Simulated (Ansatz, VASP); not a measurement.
**SiC: VASP beside Ansatz**

```
Si C
1.0
     0.00000    2.18985    2.18985
     2.18985    0.00000    2.18985
     2.18985    2.18985    0.00000
Si C
1 1
Direct
  0.75000 0.75000 0.75000
  0.00000 0.00000 0.00000
```

Alike in both runs: functional PBE; k mesh 11 × 11 × 11; no spin polarisation.

Ansatz relaxed the structure, and its values are those at the end. VASP's run is a single point on that final structure, the one shown.

```csv
,VASP,Ansatz
version,VASP 6.6.1,Ansatz 0.2.0
potentials or method,"VASP PAW PBE potentials, release 64 (Si, C), cutoff 600 eV",plane-wave PAW DFT
occupations,"gaussian, width 0.01 eV",fixed
valence electrons in the cell,8,8
```

VASP gave:

| Quantity | Value |
| --- | --- |
| pressure (GPa) | -0.2 |

What did Ansatz give for the same quantities?

Pressure (GPa): 0.0.
